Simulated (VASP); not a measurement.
# BaTiO3 (Cmmm) in VASP: notebook

The runs below take BaTiO3 through single point, with r2SCAN.

Everything below comes from runs of VASP 6.6.1. Logs are shortened: lines on timing, memory, paths and dates and some standing lists are left out, and cuts for length are marked.

## 1. The cell of the first run

Symmetry: Cmmm, No. 65, orthorhombic system. Conventional cell: a = 5.225 Å, b = 6.072 Å, c = 3.994 Å, α = 90.00°, β = 90.00°, γ = 90.00°. Within 3.4 Å of Ba (site symmetry mmm) lie 12 O at 2.61 to 3.04 Å and 4 Ti at 3.29 Å. Within 2.6 Å of Ti (site symmetry mmm) lie 6 O at 2.00 Å. O (site symmetry 2/m) has 2 Ti at 2.00 Å and 2 O at 2.61 Å within 2.7 Å. Within 2.7 Å of O (site symmetry mmm) lie 2 Ti at 2.00 Å and 2 Ba at 2.61 Å.

## 2. Single point, r2SCAN (strain -0.1500 x Voigt [0, 0, 0, 1, 0, 0])

The input, POSCAR:

```
BaTiO3
1.0
    3.9939696187      0.0000000000      0.0000000000
    0.0000000000      3.9939696187     -0.2995477214
    0.0000000000     -0.2995577881      3.9941038410
Ba Ti O
1 1 3
Direct
    0.0000000000      0.0000000000      0.0000000000
    0.5000000000      0.5000000000      0.5000000000
    0.5000000000      0.5000000000      0.0000000000
    0.5000000000      0.0000000000      0.5000000000
    0.0000000000      0.5000000000      0.5000000000
```

The input, INCAR.step1:

```
SYSTEM = BaTiO3
  PREC = Accurate
  ENCUT = 520
  ISMEAR = 0
  SIGMA = 0.05
  LREAL = .FALSE.
  LASPH = .TRUE.
  NELM = 100
  NBANDS = 28
  GGA = PE
  ALGO = Normal
  EDIFF = 1E-4
  LWAVE = .TRUE.
  LCHARG = .FALSE.
```

The input, INCAR.step2:

```
SYSTEM = BaTiO3
  PREC = Accurate
  ENCUT = 520
  EDIFF = 1E-6
  ISMEAR = 0
  SIGMA = 0.05
  LREAL = .FALSE.
  LASPH = .TRUE.
  NELM = 100
  ALGO = Normal
  ISIF = 2
  LWAVE = .FALSE.
  LCHARG = .FALSE.
  METAGGA = R2SCAN
  LMIXTAU = .TRUE.
  NBANDS = 28
  ISTART = 1
```

The input, KPOINTS:

```
regular mesh
0
G
  8 8 8
  0 0 0
```

Potentials or basis: VASP PAW PBE potentials, release 64 (Ba_sv, Ti_sv, O).

Started as:

```sh
cat potpaw_PBE.64/Ba_sv/POTCAR potpaw_PBE.64/Ti_sv/POTCAR potpaw_PBE.64/O/POTCAR > POTCAR
cp INCAR.step1 INCAR
mpirun -np 1 vasp_std > vasp.out
cp INCAR.step2 INCAR
mpirun -np 1 vasp_std > vasp.out
```

OUTCAR:

```text
SYSTEM = BaTiO3
   PREC = Accurate
   ENCUT = 520
   EDIFF = 1E-6
   ISMEAR = 0
   LREAL = .FALSE.
   LASPH = .TRUE.
   NELM = 100
   ISIF = 2
   METAGGA = R2SCAN
   ISTART = 1

 ion  position               nearest neighbor table
   1  0.000  0.000  0.000-   5 2.61   5 2.61   3 2.83   3 2.83   3 2.83   3 2.83   4 2.83   4 2.83
                             4 2.83   4 2.83   5 3.04   5 3.04   2 3.29   2 3.29   2 3.29   2 3.29
   2  0.500  0.500  0.500-   5 2.00   5 2.00   4 2.00   4 2.00   3 2.00   3 2.00   1 3.29   1 3.29
                             1 3.29   1 3.29   1 3.63   1 3.63   1 3.63   1 3.63
   3  0.500  0.500  0.000-   2 2.00   2 2.00   1 2.83   1 2.83   1 2.83   1 2.83
   4  0.500  0.000  0.500-   2 2.00   2 2.00   1 2.83   1 2.83   1 2.83   1 2.83
   5  0.000  0.500  0.500-   2 2.00   2 2.00   1 2.61   1 2.61   1 3.04   1 3.04

  LATTYP: Found a simple monoclinic cell.
 ALAT       =     4.0051869061
 B/A-ratio  =     0.9971993099
 C/A-ratio  =     1.0000336062
 COS(beta)  =    -0.1491609696

  Lattice vectors:

 A1 = (   0.0000000000,   3.9939696187,  -0.2995477214)
 A2 = (  -3.9939696187,   0.0000000000,   0.0000000000)
 A3 = (   0.0000000000,  -0.2995577881,   3.9941038410)

Analysis of symmetry for initial positions (statically):
=====================================================================
 Subroutine PRICEL returns:
 Original cell was already a primitive cell.

 Routine SETGRP: Setting up the symmetry group for a
 simple monoclinic supercell.

 Subroutine GETGRP returns: Found  4 space group operations
 (whereof  4 operations were pure point group operations)
 out of a pool of  4 trial point group operations.

The static configuration has the point symmetry C_2h.

Analysis of symmetry for dynamics (positions and initial velocities):
=====================================================================
 Subroutine PRICEL returns:
 Original cell was already a primitive cell.

 Routine SETGRP: Setting up the symmetry group for a
 simple monoclinic supercell.

 Subroutine GETGRP returns: Found  4 space group operations
 (whereof  4 operations were pure point group operations)
 out of a pool of  4 trial point group operations.

The dynamic configuration has the point symmetry C_2h.

 Subroutine INISYM returns: Found  4 space group operations
 (whereof  4 operations are pure point group operations),
 and found     1 'primitive' translations

----------------------------------------------------------------------------------------

                                     Primitive cell

  volume of cell :      63.3547

  direct lattice vectors                    reciprocal lattice vectors
     3.993969619  0.000000000  0.000000000     0.250377468  0.000000000  0.000000000
     0.000000000  3.993969619 -0.299547721     0.000000000  0.251793808  0.018884536
     0.000000000 -0.299557788  3.994103841     0.000000000  0.018883901  0.251785347

  length of vectors
     3.993969619  4.005186906  4.005321505     0.250377468  0.252500985  0.252492500

  position of ions in fractional coordinates (direct lattice)
     0.000000000  0.000000000  0.000000000
     0.500000000  0.500000000  0.500000000
     0.500000000  0.500000000  0.000000000
     0.500000000  1.000000000  0.500000000
     0.000000000  0.500000000  0.500000000

  ion indices of the primitive-cell ions
   primitive index   ion index
                 1           1
                 2           2
                 3           3
                 4           4
                 5           5

----------------------------------------------------------------------------------------

 KPOINTS: regular mesh

Automatic generation of k-mesh.
 Grid dimensions read from file:
 generate k-points for:    8    8    8

 Generating k-lattice:

  Cartesian coordinates                     Fractional coordinates (reciprocal lattice)
     0.031297183  0.000000000  0.000000000     0.125000000  0.000000000  0.000000000
     0.000000000  0.031474226  0.002360567     0.000000000  0.125000000 -0.000000000
     0.000000000  0.002360488  0.031473168     0.000000000  0.000000000  0.125000000

  Length of vectors
     0.031297183  0.031562623  0.031561562

  Shift w.r.t. Gamma in fractional coordinates (k-lattice)
     0.000000000  0.000000000  0.000000000

 Subroutine IBZKPT returns following result:
 ===========================================

 Found    170 irreducible k-points:

 Following reciprocal coordinates:
            Coordinates               Weight
  0.000000  0.000000  0.000000      1.000000
  0.125000  0.000000  0.000000      2.000000
  0.250000  0.000000  0.000000      2.000000
  0.375000  0.000000  0.000000      2.000000
  0.500000  0.000000  0.000000      1.000000
  0.000000  0.125000  0.000000      2.000000
[... 16 lines left out ...]
  0.250000  0.500000  0.000000      2.000000
  0.375000  0.500000  0.000000      2.000000
 [... further k-points ...]
   k-points           NKPTS =    170   k-points in BZ     NKDIM =    170   number of bands    NBANDS=     28
   number of dos      NEDOS =    301   number of ions     NIONS =      5
   total plane-waves  NPLWV =  27000
   dimension x,y,z NGX =    30 NGY =   30 NGZ =   30
   dimension x,y,z NGXF=    60 NGYF=   60 NGZF=   60
   ions per type =               1   1   3
   NGX,Y,Z   is equivalent  to a cutoff of  12.49, 12.45, 12.45 a.u.
   NGXF,Y,Z  is equivalent  to a cutoff of  24.97, 24.90, 24.90 a.u.
 SYSTEM =  BaTiO3
   PREC   = accura    normal or accurate (medium, high low for compatibility)
   ISTART =      1    job   : 0-new  1-cont  2-samecut
   ICHARG =      0    charge: 1-file 2-atom 10-const
   ISPIN  =      1    spin polarized calculation?
   LNONCOLLINEAR =      F non collinear calculations
   LSORBIT =      F    spin-orbit coupling
   LASPH  =      T    aspherical Exc in radial PAW
   ENCUT  =  520.0 eV  38.22 Ry    6.18 a.u.   7.43  7.45  7.45*2*pi/ulx,y,z
   NELM   =    100;   NELMIN=  2; NELMDL=  0     # of ELM steps
   EDIFF  = 0.1E-05   stopping-criterion for ELM
   LREAL  =      F    real-space projection
   EDIFFG = 0.1E-04   stopping-criterion for IOM
   NSW    =      0    number of steps for IOM
   IBRION =     -1    ionic relax: 0-MD 1-quasi-New 2-CG
   NFREE  =      0    steps in history (QN), initial steepest desc. (CG)
   ISIF   =      2    stress and relaxation
   ISYM   =      2    0-nonsym 1-usesym 2-fastsym
   POTIM  = 0.5000    time-step for ionic-motion
   TEBEG  =    0.0;   TEEND  =   0.0 temperature during run
   PSTRESS=    0.0 pullay stress
   NELECT =      40.0000    total number of electrons
   NUPDOWN=      -1.0000    fix difference up-down
   EMIN   =  10.00;   EMAX   =-10.00  energy-range for DOS
   EFERMI =   0.00;   METHOD = LEGACY
   ISMEAR =     0;   SIGMA  =   0.05  broadening in eV -4-tet -1-fermi 0-gaus
   EFERMI_NEDOS =   21; number of points for ismear=-14 and -15
   IALGO  =     38    algorithm
   IMIX   =      4    mixing-type and parameters
     AMIX     =   0.40;   BMIX     =  1.00
     AMIX_MAG =   1.60;   BMIX_MAG =  1.00
  volume/ion in A,a.u.               =      12.67        85.51
  Fermi-wavevector in a.u.,A,eV,Ry     =   1.404436  2.653998 26.836664  1.972439
  Thomas-Fermi vector in A             =   2.526997
   LORBIT       =      0    0 simple, 1 ext, 2 COOP (PROOUT), +10 PAW based schemes
   METAGGA = R2SCAN    functional components
   LHFCALC =     F    Hartree Fock is set to
   AEXX    =    0.0000 exact exchange contribution
   IVDW    =     0    specifies the selected vdW correction
   LEPSILON=     F    determine dielectric tensor
   LRPA    =     F    only Hartree local field effects (RPA)
 non-spin polarized calculation
 Gauss-broadening in eV      SIGMA  =   0.05
  energy-cutoff  :      520.00
  volume of cell :       63.35
 maximum number of plane-waves:      1745
 NGX is ok and might be reduce to    30
   NGX = 15   NGY = 15   NGZ = 15

 number of electron      39.9999979 magnetization

 Free energy of the ion-electron system (eV)
  ---------------------------------------------------
  ext. energy  EPLUGINS =         0.00000000
  ---------------------------------------------------
  free energy    TOTEN  =       -73.59648185 eV

  energy without entropy =      -73.59648185  energy(sigma->0) =      -73.59648185

 E-fermi :   4.5204     XC(G=0): -11.9819

 val. band max:        4.1333925911   @ k =   0.0000   0.0000   0.0000
 cond. band min:       5.4330763277   @ k =   0.0000   0.0000   0.0000
 fundamental gap:      1.2996837366
 Fermi energy:         4.5204293856

 k-point     1 :       0.0000    0.0000    0.0000
  band No.  band energies     occupation
      1     -55.2471      2.00000
      2     -30.4736      2.00000
      3     -30.4244      2.00000
      4     -30.3357      2.00000
      5     -21.8277      2.00000
      6     -14.2441      2.00000
[... 20 lines left out ...]
     27       9.3530      0.00000
     28      11.6400      0.00000

 k-point     2 :       0.1250    0.0000    0.0000
  band No.  band energies     occupation
      1     -55.2470      2.00000
      2     -30.4733      2.00000
      3     -30.4334      2.00000
      4     -30.3354      2.00000
      5     -21.8081      2.00000
      6     -14.2473      2.00000
[... 20 lines left out ...]
     27       9.6342      0.00000
     28      11.9717      0.00000

 k-point     3 :       0.2500    0.0000    0.0000
  band No.  band energies     occupation
      1     -55.2465      2.00000
      2     -30.4724      2.00000
      3     -30.4551      2.00000
      4     -30.3347      2.00000
      5     -21.7599      2.00000
      6     -14.3129      2.00000
[... 20 lines left out ...]
     27      10.3409      0.00000
     28      12.6920      0.00000

 k-point     4 :       0.3750    0.0000    0.0000
  band No.  band energies     occupation
      1     -55.2461      2.00000
      2     -30.4766      2.00000
      3     -30.4716      2.00000
      4     -30.3340      2.00000
      5     -21.7106      2.00000
      6     -14.4236      2.00000
[... 20 lines left out ...]
     27      11.1453      0.00000
     28      13.1295      0.00000

 k-point     5 :       0.5000    0.0000    0.0000
  band No.  band energies     occupation
      1     -55.2459      2.00000
      2     -30.4854      2.00000
      3     -30.4712      2.00000
      4     -30.3337      2.00000
      5     -21.6899      2.00000
      6     -14.4754      2.00000
[... 20 lines left out ...]
     27      11.4916      0.00000
     28      13.2519      0.00000

 k-point     6 :       0.0000    0.1250    0.0000
  band No.  band energies     occupation
      1     -55.2470      2.00000
      2     -30.4773      2.00000
      3     -30.4241      2.00000
      4     -30.3402      2.00000
      5     -21.8071      2.00000
      6     -14.2634      2.00000
[... 463 lines left out ...]
      5     -21.6823      2.00000
      6     -14.5530      2.00000
[... 20 lines left out ...]
     27      11.9071      0.00000
     28      12.5141      0.00000

 k-point    22 :       0.1250    0.5000    0.0000
  band No.  band energies     occupation
      1     -55.2458      2.00000
      2     -30.5036      2.00000
      3     -30.4311      2.00000
      4     -30.3607      2.00000
      5     -21.6705      2.00000
      6     -14.4734      2.00000
[... 20 lines left out ...]
     27      12.1776      0.00000
     28      12.7515      0.00000

 k-point    23 :       0.2500    0.5000    0.0000
  band No.  band energies     occupation
      1     -55.2454      2.00000
      2     -30.5023      2.00000
      3     -30.4522      2.00000
      4     -30.3600      2.00000
      5     -21.6418      2.00000
      6     -14.2663      2.00000
[... 20 lines left out ...]
     27      12.9613      0.00000
     28      12.9795      0.00000

 k-point    24 :       0.3750    0.5000    0.0000
  band No.  band energies     occupation
      1     -55.2450      2.00000
      2     -30.5009      2.00000
      3     -30.4731      2.00000
      4     -30.3592      2.00000
      5     -21.6126      2.00000
      6     -14.0166      2.00000
[... 20 lines left out ...]
     27      12.5345      0.00000
     28      14.0311      0.00000

 [... further k-points ...]

------------------------ aborting loop because EDIFF is reached ----------------------------------------

  FORCE on cell =-STRESS in cart. coord.  units (eV):
  Direction    XX          YY          ZZ          XY          YZ          ZX
  --------------------------------------------------------------------------------------
  -------------------------------------------------------------------------------------
  Total        1.2605419      2.0498418      2.0472986      0.0000000      8.4797735      0.0000000
  in kB       31.8778351     51.8384328     51.7741174      0.0000000    214.4449255      0.0000000
  external PRESSURE =      45.1634618 kB  Pullay stress =       0.0000000 kB

 VOLUME and BASIS-vectors are now :
 -----------------------------------------------------------------------------
  energy-cutoff  :      520.00
  volume of cell :       63.35
      direct lattice vectors                 reciprocal lattice vectors
     3.993969619  0.000000000  0.000000000     0.250377468  0.000000000  0.000000000
     0.000000000  3.993969619 -0.299547721     0.000000000  0.251793808  0.018884536
     0.000000000 -0.299557788  3.994103841     0.000000000  0.018883901  0.251785347

 POSITION                                       TOTAL-FORCE (eV/Angst)
 -----------------------------------------------------------------------------------
      0.00000      0.00000      0.00000         0.000000     -0.000000      0.000000
      1.99698      1.84721      1.84728         0.000000      0.000000      0.000000
      1.99698      1.99698     -0.14977         0.000000     -0.000000      0.000000
      1.99698     -0.14978      1.99705         0.000000     -0.000000      0.000000
      0.00000      1.84721      1.84728         0.000000     -0.000000      0.000000
 -----------------------------------------------------------------------------------
    total drift:                                0.000000      0.000000     -0.000000

  FREE ENERGIE OF THE ION-ELECTRON SYSTEM (eV)
  ---------------------------------------------------
  free  energy   TOTEN  =       -73.5964818524 eV

  energy  without entropy=      -73.5964818524  energy(sigma->0) =      -73.59648185
```

Wall time 11 min (1 thread of Oxide Virtual Turin-like, shared host); peak memory 0.36 GiB.

What came out:

| Quantity | Value |
| --- | --- |
| Free energy | -73.5965 eV |
| Pressure | 4.5 GPa |
| Band gap on the k mesh | 1.30 eV |

Stress tensor (GPa, compression positive):
```
 3.19  0.00  0.00
 0.00  5.18 21.44
 0.00 21.44  5.18
```

Levels at points of the mesh, in eV from the valence-band top:
```
           k point  band 18  band 19  band 20  band 21  band 22  band 23
(0.00, 0.00, 0.00)    -0.98    -0.73     0.00     1.30     1.46     1.83
(0.50, 0.00, 0.00)    -1.84    -1.83    -0.38     1.80     3.20     3.44
(0.00, 0.50, 0.00)    -2.22    -1.28    -1.24     1.76     3.22     3.35
(0.50, 0.50, 0.00)    -1.34    -1.31    -0.60     3.16     3.28     3.82
(0.00, 0.00, 0.50)    -2.22    -1.28    -1.24     1.76     3.22     3.35
(0.50, 0.00, 0.50)    -1.34    -1.31    -0.60     3.16     3.28     3.82
(0.00, 0.50, 0.50)    -1.62    -1.00    -0.24     3.12     3.50     3.72
(0.50, 0.50, 0.50)    -0.60    -0.41    -0.16     3.85     3.91     4.19
```

Caveat: the cell differs from its parent crystal (strain -0.1500 x Voigt [0, 0, 0, 1, 0, 0]); the cell stands under pressure; the PAW data sets were made with another functional, which shifts forces and pressure a little; spin-orbit coupling is left out, which moves the levels of the heavy elements. A k mesh can miss the band edges.

## 3. Single point, r2SCAN (strain +0.1312 x Voigt [0, 0, 0, 1, 0, 0])

Changes to POSCAR since step 2:

```diff
@@ -3,4 +3,4 @@
     3.9939696187      0.0000000000      0.0000000000
-    0.0000000000      3.9939696187     -0.2995477214
-    0.0000000000     -0.2995577881      3.9941038410
+    0.0000000000      3.9939696187      0.2620044070
+    0.0000000000      0.2620132120      3.9941038410
 Ba Ti O
```

The input, INCAR.step1:

```
PREC = Accurate ; ENCUT = 520
ISMEAR = 0 ; SIGMA = 0.05
LREAL = F ; LASPH = T
NELM = 80 ; NBANDS = 28
GGA = PE ; ALGO = Normal
EDIFF = 1E-4 ; LWAVE = T
LCHARG = F
```

The input, INCAR.step2:

```
PREC = Accurate ; ENCUT = 520
EDIFF = 1E-7 ; ISMEAR = 0
SIGMA = 0.05 ; LREAL = F
LASPH = T ; NELM = 80
ALGO = Normal ; ISIF = 2
LWAVE = F ; LCHARG = F
METAGGA = R2SCAN ; LMIXTAU = T
NBANDS = 28 ; ISTART = 1
```

The input, KPOINTS:

```
Automatic mesh
0
Gamma
  8 8 8
```

Potentials or basis: VASP PAW PBE potentials, release 64 (Ba_sv, Ti_sv, O).

Started as:

```sh
cat potpaw_PBE.64/Ba_sv/POTCAR potpaw_PBE.64/Ti_sv/POTCAR potpaw_PBE.64/O/POTCAR > POTCAR
cp INCAR.step1 INCAR
mpirun -np 1 vasp_std > vasp.out
cp INCAR.step2 INCAR
mpirun -np 1 vasp_std > vasp.out
```

It took 16 min on 1 thread of Oxide Virtual Turin-like, shared host; peak memory 0.37 GiB.

The run converged. Its results:

```
Free energy            : -73.7486 eV
Pressure               : 3.9 GPa
Band gap on the k mesh : 1.46 eV
```

Stress tensor (GPa, compression positive):
```
  2.92   0.00   0.00
  0.00   4.42 -18.56
  0.00 -18.56   4.41
```

Levels at points of the mesh, in eV from the valence-band top:
```tsv
k point	band 17	band 18	band 19	band 20	band 21	band 22	band 23	band 24
(0.00, 0.00, 0.00)	-1.24	-0.84	-0.61	0.00	1.46	1.61	1.92	3.77
(0.50, 0.00, 0.00)	-2.25	-1.81	-1.68	-0.40	1.90	3.34	3.55	3.77
(0.00, 0.50, 0.00)	-2.19	-2.14	-1.17	-1.14	1.87	3.36	3.46	3.84
(0.50, 0.50, 0.00)	-2.12	-1.25	-1.22	-0.49	3.32	3.41	3.93	4.67
(0.00, 0.00, 0.50)	-2.19	-2.14	-1.17	-1.14	1.87	3.36	3.46	3.84
(0.50, 0.00, 0.50)	-2.12	-1.25	-1.22	-0.49	3.31	3.41	3.93	4.67
(0.00, 0.50, 0.50)	-2.23	-1.49	-0.96	-0.22	3.27	3.60	3.85	4.74
(0.50, 0.50, 0.50)	-2.32	-0.49	-0.31	-0.13	3.99	4.06	4.29	6.53
```

Caveat: the cell differs from its parent crystal (strain +0.1312 x Voigt [0, 0, 0, 1, 0, 0]); the cell stands under pressure; the PAW data sets were made with another functional, which shifts forces and pressure a little; spin-orbit coupling is left out, which moves the levels of the heavy elements.
